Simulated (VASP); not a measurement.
# Li (Fm-3m) in VASP: single point with PBEsol

Aim: the single point of Li with PBEsol.

All numbers are computed with VASP 6.6.1; they aren't measurements. Logs are shortened: lines on timing, memory, paths and dates and some standing lists are left out, and cuts for length are marked.

## 1. The cell of the first run

The structure is cubic, space group Fm-3m (No. 225). The conventional cell has a = 4.404 Å, b = 4.404 Å, c = 4.404 Å, α = 90.00°, β = 90.00°, γ = 90.00°. Li (site symmetry m-3m) has 12 Li at 3.11 Å within 4.1 Å.

This isn't the form of Li at room conditions, which is bcc.

## 2. Single point, PBEsol

File INCAR:

```
SYSTEM = Li
PREC     = Accurate       ! precision mode
ENCUT    = 750            ! plane-wave cutoff, eV
EDIFF    = 1E-6           ! SCF threshold, eV
ISMEAR   = -1             ! smearing method
SIGMA    = 0.1            ! smearing width, eV
LREAL    = .FALSE.        ! projectors in reciprocal space
LASPH    = .TRUE.         ! aspherical terms in the spheres
NELM     = 120            ! most SCF steps
ALGO     = Normal         ! electronic algorithm
ISIF     = 2              ! what is computed and relaxed
LWAVE    = .FALSE.        ! write WAVECAR
LCHARG   = .TRUE.         ! write CHGCAR
GGA      = PS             ! functional
LELF     = .TRUE.         ! ELF
LVHAR    = .TRUE.       
NBANDS   = 8              ! bands
GGA_COMPAT= .FALSE.
```

File KPOINTS:

```
regular mesh
0
G
  8 8 8
  0 0 0
```

File POSCAR:

```
Li
1.0
    0.0000000000      2.2020000000      2.2020000000
    2.2020000000      0.0000000000      2.2020000000
    2.2020000000      2.2020000000      0.0000000000
Li
1
Direct
    0.0000000000      0.0000000000      0.0000000000
```

Potentials or basis: VASP PAW PBE potentials, release 64 (Li_sv).

Run with:

```sh
> cat potpaw_PBE.64/Li_sv/POTCAR > POTCAR
> mpirun -np 1 vasp_std > vasp.out
```

OUTCAR:

```text
SYSTEM = Li
   PREC = Accurate
   ENCUT = 750
   EDIFF = 1E-6
   ISMEAR = -1
   LREAL = .FALSE.
   LASPH = .TRUE.
   NELM = 120
   ISIF = 2
   GGA = PS

 ion  position               nearest neighbor table
   1  0.000  0.000  0.000-

  LATTYP: Found a face centered cubic cell.
 ALAT       =     4.4040000000

  Lattice vectors:

 A1 = (   0.0000000000,   2.2020000000,   2.2020000000)
 A2 = (   2.2020000000,   0.0000000000,   2.2020000000)
 A3 = (   2.2020000000,   2.2020000000,   0.0000000000)

Analysis of symmetry for initial positions (statically):
=====================================================================
 Subroutine PRICEL returns:
 Original cell was already a primitive cell.

 Routine SETGRP: Setting up the symmetry group for a
 face centered cubic supercell.

 Subroutine GETGRP returns: Found 48 space group operations
 (whereof 48 operations were pure point group operations)
 out of a pool of 48 trial point group operations.

The static configuration has the point symmetry O_h .

Analysis of symmetry for dynamics (positions and initial velocities):
=====================================================================
 Subroutine PRICEL returns:
 Original cell was already a primitive cell.

 Routine SETGRP: Setting up the symmetry group for a
 face centered cubic supercell.

 Subroutine GETGRP returns: Found 48 space group operations
 (whereof 48 operations were pure point group operations)
 out of a pool of 48 trial point group operations.

The dynamic configuration has the point symmetry O_h .

 Subroutine INISYM returns: Found 48 space group operations
 (whereof 48 operations are pure point group operations),
 and found     1 'primitive' translations

----------------------------------------------------------------------------------------

                                     Primitive cell

  volume of cell :      21.3541

  direct lattice vectors                    reciprocal lattice vectors
     0.000000000  2.202000000  2.202000000    -0.227066303  0.227066303  0.227066303
     2.202000000  0.000000000  2.202000000     0.227066303 -0.227066303  0.227066303
     2.202000000  2.202000000  0.000000000     0.227066303  0.227066303 -0.227066303

  length of vectors
     3.114098264  3.114098264  3.114098264     0.393290374  0.393290374  0.393290374

  position of ions in fractional coordinates (direct lattice)
     0.000000000  0.000000000  0.000000000

  ion indices of the primitive-cell ions
   primitive index   ion index
                 1           1

----------------------------------------------------------------------------------------

 KPOINTS: regular mesh

Automatic generation of k-mesh.
 Grid dimensions read from file:
 generate k-points for:    8    8    8

 Generating k-lattice:

  Cartesian coordinates                     Fractional coordinates (reciprocal lattice)
    -0.028383288  0.028383288  0.028383288     0.125000000  0.000000000  0.000000000
     0.028383288 -0.028383288  0.028383288     0.000000000  0.125000000  0.000000000
     0.028383288  0.028383288 -0.028383288     0.000000000  0.000000000  0.125000000

  Length of vectors
     0.049161297  0.049161297  0.049161297

  Shift w.r.t. Gamma in fractional coordinates (k-lattice)
     0.000000000  0.000000000  0.000000000

 Subroutine IBZKPT returns following result:
 ===========================================

 Found     29 irreducible k-points:

 Following reciprocal coordinates:
            Coordinates               Weight
  0.000000  0.000000  0.000000      1.000000
  0.125000  0.000000  0.000000      8.000000
  0.250000  0.000000  0.000000      8.000000
  0.375000  0.000000  0.000000      8.000000
  0.500000  0.000000  0.000000      4.000000
  0.125000  0.125000  0.000000      6.000000
[... 16 lines left out ...]
  0.500000  0.250000  0.125000     48.000000
 -0.375000  0.250000  0.125000     24.000000
 [... further k-points ...]
   k-points           NKPTS =     29   k-points in BZ     NKDIM =     29   number of bands    NBANDS=      8
   number of dos      NEDOS =    301   number of ions     NIONS =      1
   total plane-waves  NPLWV =  21952
   dimension x,y,z NGX =    28 NGY =   28 NGZ =   28
   dimension x,y,z NGXF=    56 NGYF=   56 NGZF=   56
   ions per type =               1
   NGX,Y,Z   is equivalent  to a cutoff of  14.95, 14.95, 14.95 a.u.
   NGXF,Y,Z  is equivalent  to a cutoff of  29.90, 29.90, 29.90 a.u.
 SYSTEM =  Li
   PREC   = accura    normal or accurate (medium, high low for compatibility)
   ISTART =      0    job   : 0-new  1-cont  2-samecut
   ICHARG =      2    charge: 1-file 2-atom 10-const
   ISPIN  =      1    spin polarized calculation?
   LNONCOLLINEAR =      F non collinear calculations
   LSORBIT =      F    spin-orbit coupling
   LASPH  =      T    aspherical Exc in radial PAW
   ENCUT  =  750.0 eV  55.12 Ry    7.42 a.u.   6.95  6.95  6.95*2*pi/ulx,y,z
   NELM   =    120;   NELMIN=  2; NELMDL= -5     # of ELM steps
   EDIFF  = 0.1E-05   stopping-criterion for ELM
   LREAL  =      F    real-space projection
   EDIFFG = 0.1E-04   stopping-criterion for IOM
   NSW    =      0    number of steps for IOM
   IBRION =     -1    ionic relax: 0-MD 1-quasi-New 2-CG
   NFREE  =      0    steps in history (QN), initial steepest desc. (CG)
   ISIF   =      2    stress and relaxation
   ISYM   =      2    0-nonsym 1-usesym 2-fastsym
   POTIM  = 0.5000    time-step for ionic-motion
   TEBEG  =    0.0;   TEEND  =   0.0 temperature during run
   PSTRESS=    0.0 pullay stress
   NELECT =       3.0000    total number of electrons
   NUPDOWN=      -1.0000    fix difference up-down
   EMIN   =  10.00;   EMAX   =-10.00  energy-range for DOS
   EFERMI =   0.00;   METHOD = LEGACY
   ISMEAR =    -1;   SIGMA  =   0.10  broadening in eV -4-tet -1-fermi 0-gaus
   EFERMI_NEDOS =   21; number of points for ismear=-14 and -15
   IALGO  =     38    algorithm
   IMIX   =      4    mixing-type and parameters
     AMIX     =   0.40;   BMIX     =  1.00
     AMIX_MAG =   1.60;   BMIX_MAG =  1.00
  volume/ion in A,a.u.               =      21.35       144.10
  Fermi-wavevector in a.u.,A,eV,Ry     =   0.851049  1.608250  9.854489  0.724285
  Thomas-Fermi vector in A             =   1.967122
   LORBIT       =      0    0 simple, 1 ext, 2 COOP (PROOUT), +10 PAW based schemes
   GGA     = PS    functional components
   LHFCALC =     F    Hartree Fock is set to
   AEXX    =    0.0000 exact exchange contribution
   IVDW    =     0    specifies the selected vdW correction
   LEPSILON=     F    determine dielectric tensor
   LRPA    =     F    only Hartree local field effects (RPA)
 non-spin polarized calculation
  energy-cutoff  :      750.00
  volume of cell :       21.35
 maximum number of plane-waves:      1012
   NGX = 13   NGY = 13   NGZ = 13

 number of electron       2.9999998 magnetization

 Free energy of the ion-electron system (eV)
  ---------------------------------------------------
  ext. energy  EPLUGINS =         0.00000000
  ---------------------------------------------------
  free energy    TOTEN  =        -1.96920664 eV

  energy without entropy =       -1.95185200  energy(sigma->0) =       -1.96052932

 E-fermi :   0.4027     XC(G=0):  -6.8919

 val. band max:        0.2943681903   @ k =   0.3750   0.3750   0.0000
 cond. band min:       0.4895645710   @ k =   0.5000   0.0000   0.0000
 fundamental gap:      0.1951963807
 Fermi energy:         0.4026879969

 k-point     1 :       0.0000    0.0000    0.0000
  band No.  band energies     occupation
      1     -45.5075      2.00000
      2      -3.0119      2.00000
      3      14.3457      0.00000
      4      14.3457      0.00000
      5      14.3458      0.00000
      6      18.1048      0.00000
      7      18.1048      0.00000
      8      18.1048      0.00000

 k-point     2 :       0.1250    0.0000    0.0000
  band No.  band energies     occupation
      1     -45.5052      2.00000
      2      -2.7376      2.00000
      3      11.9073      0.00000
      4      13.8382      0.00000
      5      13.8382      0.00000
      6      17.3520      0.00000
      7      18.9954      0.00000
      8      18.9954      0.00000

 k-point     3 :       0.2500    0.0000    0.0000
  band No.  band energies     occupation
      1     -45.4998      2.00000
      2      -1.9179      2.00000
      3       8.1768      0.00000
      4      13.1433      0.00000
      5      13.1433      0.00000
      6      17.8068      0.00000
      7      18.5511      0.00000
      8      18.5511      0.00000

 k-point     4 :       0.3750    0.0000    0.0000
  band No.  band energies     occupation
      1     -45.4943      2.00000
      2      -0.6067      1.99992
      3       4.9795      0.00000
      4      12.7740      0.00000
      5      12.7741      0.00000
      6      17.0815      0.00000
      7      17.0815      0.00000
      8      17.4264      0.00000

 k-point     5 :       0.5000    0.0000    0.0000
  band No.  band energies     occupation
      1     -45.4920      2.00000
      2       0.4896      0.59102
      3       3.2424      0.00000
      4      12.6845      0.00000
      5      12.6845      0.00000
      6      16.5130      0.00000
      7      16.5130      0.00000
      8      17.1165      0.00000

 k-point     6 :       0.1250    0.1250    0.0000
  band No.  band energies     occupation
      1     -45.5045      2.00000
      2      -2.6453      2.00000
      3      12.5627      0.00000
      4      12.5627      0.00000
      5      14.2906      0.00000
      6      15.1148      0.00000
      7      18.2063      0.00000
      8      20.5393      0.00000

 k-point     7 :       0.2500    0.1250    0.0000
  band No.  band energies     occupation
      1     -45.5001      2.00000
      2      -2.0024      2.00000
      3       9.5134      0.00000
      4      11.6193      0.00000
      5      13.7998      0.00000
      6      15.1136      0.00000
      7      16.7017      0.00000
      8      21.3200      0.00000
[... 133 lines left out ...]
 k-point    20 :      -0.3750    0.3750    0.0000
  band No.  band energies     occupation
      1     -45.4874      2.00000
      2       2.9294      0.00000
      3       3.4550      0.00000
      4       6.6259      0.00000
      5       9.5330      0.00000
      6      13.8491      0.00000
      7      18.1726      0.00000
      8      24.2297      0.00000

 k-point    21 :       0.5000    0.5000    0.0000
  band No.  band energies     occupation
      1     -45.4870      2.00000
      2       1.9785      0.00000
      3       5.0051      0.00000
      4       8.6402      0.00000
      5       8.6402      0.00000
      6      10.7698      0.00000
      7      15.2074      0.00000
      8      29.2522      0.00000

 k-point    22 :       0.3750    0.2500    0.1250
  band No.  band energies     occupation
      1     -45.4957      2.00000
      2      -1.1709      2.00000
      3       8.0760      0.00000
      4       9.6119      0.00000
      5      12.3417      0.00000
      6      15.8029      0.00000
      7      15.9643      0.00000
      8      20.9372      0.00000

 k-point    23 :       0.5000    0.2500    0.1250
  band No.  band energies     occupation
      1     -45.4913      2.00000
      2       0.1867      1.79315
      3       5.3498      0.00000
      4       8.9684      0.00000
      5      10.8689      0.00000
      6      15.3811      0.00000
      7      18.1969      0.00000
      8      20.4143      0.00000

 k-point    24 :      -0.3750    0.2500    0.1250
  band No.  band energies     occupation
      1     -45.4895      2.00000
      2       1.4360      0.00007
      3       3.5233      0.00000
      4       8.9528      0.00000
      5      10.2490      0.00000
      6      15.2095      0.00000
      7      18.9138      0.00000
      8      22.0815      0.00000

 [... further k-points ...]
[... 5 lines left out ...]
  --------------------------------------------------------------------------------------
  -------------------------------------------------------------------------------------
  Total       -0.0993071     -0.0993071     -0.0993071      0.0000000      0.0000000     -0.0000000
  in kB       -7.4509039     -7.4509039     -7.4509039      0.0000000      0.0000000     -0.0000000
  external PRESSURE =      -7.4509039 kB  Pullay stress =       0.0000000 kB

 VOLUME and BASIS-vectors are now :
 -----------------------------------------------------------------------------
  energy-cutoff  :      750.00
  volume of cell :       21.35
      direct lattice vectors                 reciprocal lattice vectors
     0.000000000  2.202000000  2.202000000    -0.227066303  0.227066303  0.227066303
     2.202000000  0.000000000  2.202000000     0.227066303 -0.227066303  0.227066303
     2.202000000  2.202000000  0.000000000     0.227066303  0.227066303 -0.227066303

 POSITION                                       TOTAL-FORCE (eV/Angst)
 -----------------------------------------------------------------------------------
      0.00000      0.00000      0.00000         0.000000     -0.000000     -0.000000
 -----------------------------------------------------------------------------------
    total drift:                               -0.000000     -0.000000     -0.000000

  FREE ENERGIE OF THE ION-ELECTRON SYSTEM (eV)
  ---------------------------------------------------
  free  energy   TOTEN  =        -1.9692066353 eV

  energy  without entropy=       -1.9518520015  energy(sigma->0) =       -1.96052932
```

Run time: 7.7 s. Hardware: 1 thread of Intel Xeon Platinum 8559C (Emerald Rapids), shared host; peak memory 0.14 GiB.

Results:

```yaml
Free_energy: -1.9692 eV
Pressure: -0.7 GPa
Band_gap_on_the_k_mesh: zero (an odd number of electrons rules out a gap without spin polarisation)
```

Caveat: the PAW data sets were made with another functional, which shifts forces and pressure a little.
